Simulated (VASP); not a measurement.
# Y3NbO2 (P-4m2) in VASP: a series of runs, part 2 of 3

VASP 6.6.1.

## 3. Single point, PBE

This run uses another cell than the first one, of 19.39 Å³/atom.

Input file INCAR:

```
SYSTEM = Y3NbO2
PREC = Accurate
ENCUT = 520
EDIFF = 1E-6
ISMEAR = 0
SIGMA = 0.1
LREAL = .False.
LASPH = .True.
NELM = 80
ALGO = Normal
ISIF = 2
LWAVE = .False.
LCHARG = .False.
GGA = PE
NBANDS = 38
```

Input file KPOINTS:

```
Automatic mesh
0
Gamma
  6 6 2
  0 0 0
```

Input file POSCAR:

```
Y3NbO2
1.0
    3.7916942301      0.0000000000      0.0000000000
    0.0000000000      3.7916942301      0.0000000000
    0.0000000000      0.0000000000      8.0904486935
Y Nb O
3 1 2
Direct
    0.5000000000      0.5000000000      0.0000000000
    0.0000000000      0.5000000000      0.3489132170
    0.5000000000      0.0000000000      0.6510867830
    0.0000000000      0.0000000000      0.0000000000
    0.0000000000      0.5000000000      0.8100863230
    0.5000000000      0.0000000000      0.1899136770
```

Potentials or basis: VASP PAW PBE potentials, release 64 (Y_sv, Nb_sv, O).

On the command line:

```
$ cat potpaw_PBE.64/Y_sv/POTCAR potpaw_PBE.64/Nb_sv/POTCAR potpaw_PBE.64/O/POTCAR > POTCAR
$ mpirun -np 1 vasp_std > vasp.out
```

OUTCAR:

```text
SYSTEM = Y3NbO2
   PREC = Accurate
   ENCUT = 520
   EDIFF = 1E-6
   ISMEAR = 0
   LREAL = .False.
   LASPH = .True.
   NELM = 80
   ISIF = 2
   GGA = PE

 ion  position               nearest neighbor table
   1  0.500  0.500  0.000-   5 2.44   6 2.44   6 2.44   5 2.44   4 2.68   4 2.68   4 2.68   4 2.68
                             2 3.40   3 3.40   3 3.40   2 3.40
   2  0.000  0.500  0.349-   6 2.97   6 2.97   6 2.97   6 2.97   4 3.40   1 3.40   1 3.40   4 3.40
                             3 3.63   3 3.63   3 3.63   3 3.63
   3  0.500  0.000  0.651-   5 2.97   5 2.97   5 2.97   5 2.97   4 3.40   4 3.40   1 3.40   1 3.40
                             2 3.63   2 3.63   2 3.63   2 3.63
   4  0.000  0.000  0.000-   5 2.44   6 2.44   5 2.44   6 2.44   1 2.68   1 2.68   1 2.68   1 2.68
                             2 3.40   3 3.40   2 3.40   3 3.40
   5  0.000  0.500  0.810-   1 2.44   4 2.44   4 2.44   1 2.44   3 2.97   3 2.97   3 2.97   3 2.97

   6  0.500  0.000  0.190-   1 2.44   4 2.44   1 2.44   4 2.44   2 2.97   2 2.97   2 2.97   2 2.97

  LATTYP: Found a simple tetragonal cell.
 ALAT       =     3.7916942301
 C/A-ratio  =     2.1337291993

  Lattice vectors:

 A1 = (   3.7916942301,   0.0000000000,   0.0000000000)
 A2 = (   0.0000000000,   3.7916942301,   0.0000000000)
 A3 = (   0.0000000000,   0.0000000000,   8.0904486935)

Analysis of symmetry for initial positions (statically):
=====================================================================
 Subroutine PRICEL returns:
 Original cell was already a primitive cell.

 Routine SETGRP: Setting up the symmetry group for a
 simple tetragonal supercell.

 Subroutine GETGRP returns: Found  8 space group operations
 (whereof  8 operations were pure point group operations)
 out of a pool of 16 trial point group operations.

The static configuration has the point symmetry D_2d.

Analysis of symmetry for dynamics (positions and initial velocities):
=====================================================================
 Subroutine PRICEL returns:
 Original cell was already a primitive cell.

 Routine SETGRP: Setting up the symmetry group for a
 simple tetragonal supercell.

 Subroutine GETGRP returns: Found  8 space group operations
 (whereof  8 operations were pure point group operations)
 out of a pool of 16 trial point group operations.

The dynamic configuration has the point symmetry D_2d.

 Subroutine INISYM returns: Found  8 space group operations
 (whereof  8 operations are pure point group operations),
 and found     1 'primitive' translations

----------------------------------------------------------------------------------------

                                     Primitive cell

  volume of cell :     116.3159

  direct lattice vectors                    reciprocal lattice vectors
     3.791694230  0.000000000  0.000000000     0.263734347  0.000000000  0.000000000
     0.000000000  3.791694230  0.000000000     0.000000000  0.263734347  0.000000000
     0.000000000  0.000000000  8.090448694     0.000000000  0.000000000  0.123602539

  length of vectors
     3.791694230  3.791694230  8.090448694     0.263734347  0.263734347  0.123602539

[... 40 lines left out ...]

 Found     20 irreducible k-points:

 Following reciprocal coordinates:
            Coordinates               Weight
  0.000000  0.000000  0.000000      1.000000
  0.166667  0.000000  0.000000      4.000000
  0.333333  0.000000  0.000000      4.000000
  0.500000  0.000000  0.000000      2.000000
  0.166667  0.166667  0.000000      4.000000
  0.333333  0.166667  0.000000      8.000000
[... 12 lines left out ...]
  0.500000  0.333333  0.500000      4.000000
  0.500000  0.500000  0.500000      1.000000
   k-points           NKPTS =     20   k-points in BZ     NKDIM =     20   number of bands    NBANDS=     38
   number of dos      NEDOS =    301   number of ions     NIONS =      6
   total plane-waves  NPLWV =  47040
   dimension x,y,z NGX =    28 NGY =   28 NGZ =   60
   dimension x,y,z NGXF=    56 NGYF=   56 NGZF=  120
   ions per type =               3   1   2
   NGX,Y,Z   is equivalent  to a cutoff of  12.28, 12.28, 12.33 a.u.
   NGXF,Y,Z  is equivalent  to a cutoff of  24.55, 24.55, 24.66 a.u.
 SYSTEM =  Y3NbO2
   PREC   = accura    normal or accurate (medium, high low for compatibility)
   ISTART =      0    job   : 0-new  1-cont  2-samecut
   ICHARG =      2    charge: 1-file 2-atom 10-const
   ISPIN  =      1    spin polarized calculation?
   LNONCOLLINEAR =      F non collinear calculations
   LSORBIT =      F    spin-orbit coupling
   LASPH  =      T    aspherical Exc in radial PAW
   ENCUT  =  520.0 eV  38.22 Ry    6.18 a.u.   7.05  7.05 15.04*2*pi/ulx,y,z
   NELM   =     80;   NELMIN=  2; NELMDL= -5     # of ELM steps
   EDIFF  = 0.1E-05   stopping-criterion for ELM
   LREAL  =      F    real-space projection
   EDIFFG = 0.1E-04   stopping-criterion for IOM
   NSW    =      0    number of steps for IOM
   IBRION =     -1    ionic relax: 0-MD 1-quasi-New 2-CG
   NFREE  =      0    steps in history (QN), initial steepest desc. (CG)
   ISIF   =      2    stress and relaxation
   ISYM   =      2    0-nonsym 1-usesym 2-fastsym
   POTIM  = 0.5000    time-step for ionic-motion
   TEBEG  =    0.0;   TEEND  =   0.0 temperature during run
   PSTRESS=    0.0 pullay stress
   NELECT =      58.0000    total number of electrons
   NUPDOWN=      -1.0000    fix difference up-down
   EMIN   =  10.00;   EMAX   =-10.00  energy-range for DOS
   EFERMI =   0.00;   METHOD = LEGACY
   ISMEAR =     0;   SIGMA  =   0.10  broadening in eV -4-tet -1-fermi 0-gaus
   EFERMI_NEDOS =   21; number of points for ismear=-14 and -15
   IALGO  =     38    algorithm
   IMIX   =      4    mixing-type and parameters
     AMIX     =   0.40;   BMIX     =  1.00
     AMIX_MAG =   1.60;   BMIX_MAG =  1.00
  volume/ion in A,a.u.               =      19.39       130.82
  Fermi-wavevector in a.u.,A,eV,Ry     =   1.298188  2.453221 22.929808  1.685293
  Thomas-Fermi vector in A             =   2.429533
   LORBIT       =      0    0 simple, 1 ext, 2 COOP (PROOUT), +10 PAW based schemes
   GGA     = PE    functional components
   LHFCALC =     F    Hartree Fock is set to
   AEXX    =    0.0000 exact exchange contribution
   IVDW    =     0    specifies the selected vdW correction
   LEPSILON=     F    determine dielectric tensor
   LRPA    =     F    only Hartree local field effects (RPA)
 non-spin polarized calculation
 Gauss-broadening in eV      SIGMA  =   0.10
  energy-cutoff  :      520.00
  volume of cell :      116.32
 maximum number of plane-waves:      3160
   NGX = 15   NGY = 15   NGZ = 31

 number of electron      57.9999982 magnetization

 Free energy of the ion-electron system (eV)
  ---------------------------------------------------
  ext. energy  EPLUGINS =         0.00000000
  ---------------------------------------------------
  free energy    TOTEN  =       -44.23342165 eV

  energy without entropy =      -44.21365760  energy(sigma->0) =      -44.22353963

 E-fermi :   5.3808     XC(G=0): -10.5526

 val. band max:        5.3806606828   @ k =   0.5000   0.5000   0.5000
 cond. band min:       5.3873688916   @ k =   0.3333   0.0000   0.0000
 fundamental gap:      0.0067082088
 Fermi energy:         5.3808074177

 k-point     1 :       0.0000    0.0000    0.0000
  band No.  band energies     occupation
      1     -49.6017      2.00000
      2     -37.6992      2.00000
      3     -37.6639      2.00000
      4     -36.1232      2.00000
      5     -25.8107      2.00000
      6     -25.8107      2.00000
[... 809 lines left out ...]
     37       9.0406      0.00000
     38       9.2006      0.00000

------------------------ aborting loop because EDIFF is reached ----------------------------------------

  FORCE on cell =-STRESS in cart. coord.  units (eV):
  Direction    XX          YY          ZZ          XY          YZ          ZX
  --------------------------------------------------------------------------------------
  -------------------------------------------------------------------------------------
  Total        0.1760583      0.1760583      0.0206147      0.0000000     -0.0000000      0.0000000
  in kB        2.4250898      2.4250898      0.2839543      0.0000000     -0.0000000      0.0000000
  external PRESSURE =       1.7113779 kB  Pullay stress =       0.0000000 kB

 VOLUME and BASIS-vectors are now :
 -----------------------------------------------------------------------------
  energy-cutoff  :      520.00
  volume of cell :      116.32
      direct lattice vectors                 reciprocal lattice vectors
     3.791694230  0.000000000  0.000000000     0.263734347  0.000000000  0.000000000
     0.000000000  3.791694230  0.000000000     0.000000000  0.263734347  0.000000000
     0.000000000  0.000000000  8.090448694     0.000000000  0.000000000  0.123602539

 POSITION                                       TOTAL-FORCE (eV/Angst)
 -----------------------------------------------------------------------------------
      1.89585      1.89585      0.00000         0.000000     -0.000000      0.000000
      0.00000      1.89585      2.82286         0.000000      0.000000     -0.006326
      1.89585      0.00000      5.26758         0.000000      0.000000      0.006326
      0.00000      0.00000      0.00000         0.000000      0.000000      0.000000
      0.00000      1.89585      6.55396         0.000000      0.000000      0.000250
      1.89585      0.00000      1.53649         0.000000      0.000000     -0.000250
 -----------------------------------------------------------------------------------
    total drift:                                0.000000      0.000000     -0.000000

  FREE ENERGIE OF THE ION-ELECTRON SYSTEM (eV)
  ---------------------------------------------------
  free  energy   TOTEN  =       -44.2334216519 eV

  energy  without entropy=      -44.2136576036  energy(sigma->0) =      -44.22353963
```

OSZICAR:

```text
N       E                     dE             d eps       ncg     rms          rms(c)
DAV:   1     0.453755669189E+03    0.45376E+03   -0.30383E+04  1520   0.153E+03
DAV:   2    -0.163908956249E+01   -0.45539E+03   -0.43905E+03  1802   0.453E+02
DAV:   3    -0.475302234267E+02   -0.45891E+02   -0.44784E+02  2512   0.106E+02
DAV:   4    -0.503030691846E+02   -0.27728E+01   -0.27339E+01  2290   0.245E+01
DAV:   5    -0.504438200947E+02   -0.14075E+00   -0.14009E+00  2232   0.518E+00    0.494E+01
DAV:   6    -0.469691334171E+02    0.34747E+01   -0.76310E+01  2272   0.278E+01    0.380E+01
DAV:   7    -0.450868315134E+02    0.18823E+01   -0.43110E+01  2164   0.181E+01    0.269E+01
DAV:   8    -0.454719977892E+02   -0.38517E+00   -0.30081E+01  2160   0.182E+01    0.105E+01
DAV:   9    -0.443186648616E+02    0.11533E+01   -0.37588E+00  2084   0.837E+00    0.409E+00
DAV:  10    -0.442387263873E+02    0.79938E-01   -0.99195E-01  2448   0.333E+00    0.108E+00
DAV:  11    -0.442341579611E+02    0.45684E-02   -0.79323E-02  2136   0.128E+00    0.877E-01
DAV:  12    -0.442336400846E+02    0.51788E-03   -0.11931E-02  2142   0.470E-01    0.349E-01
DAV:  13    -0.442335759783E+02    0.64106E-04   -0.30397E-03  1982   0.289E-01    0.140E-01
DAV:  14    -0.442334558325E+02    0.12015E-03   -0.62905E-04  2590   0.106E-01    0.512E-02
DAV:  15    -0.442334220310E+02    0.33801E-04   -0.12138E-04  2098   0.394E-02    0.188E-02
DAV:  16    -0.442334224137E+02   -0.38270E-06   -0.30233E-05  2342   0.218E-02    0.161E-02
DAV:  17    -0.442334216519E+02    0.76176E-06   -0.44298E-06  1564   0.774E-03
   1 F= -.44233422E+02 E0= -.44223540E+02  d E =-.197640E-01
```

stdout:

```text
POSCAR found type information on POSCAR Y NbO
 POSCAR found :  3 types and       6 ions
 scaLAPACK will be used
 LDA part: xc-table for (Slater+PW92), standard interpolation
 POSCAR, INCAR and KPOINTS ok, starting setup
 FFT: planning ... GRIDC
 FFT: planning ... GRID_SOFT
 FFT: planning ... GRID
 WAVECAR not read
 entering main loop
```

Run time: 62 s. Hardware: 1 thread of AMD EPYC 9R45 (Zen 5), shared host; peak memory 0.24 GiB.

Results:

| Property | Result |
| --- | --- |
| Free energy | -44.2334 eV |
| Pressure | 0.2 GPa |
| Largest force | 0.006 eV/Å |
| Band gap on the k mesh | zero (bands 29 and 30 overlap by 1.05 eV) |

Forces in eV/Å, atoms in the order of the input:
```
Y    0.000  0.000  0.000
Y    0.000  0.000 -0.006
Y    0.000  0.000  0.006
Nb   0.000  0.000  0.000
O    0.000  0.000  0.000
O    0.000  0.000  0.000
```

Stress tensor (GPa, compression positive):
```
0.24 0.00 0.00
0.00 0.24 0.00
0.00 0.00 0.03
```

Caveat: the k points lie up to 0.39 Å⁻¹ apart, too coarse for converged energies and pressures of a metal.

(Continued in part 3 of 3.)
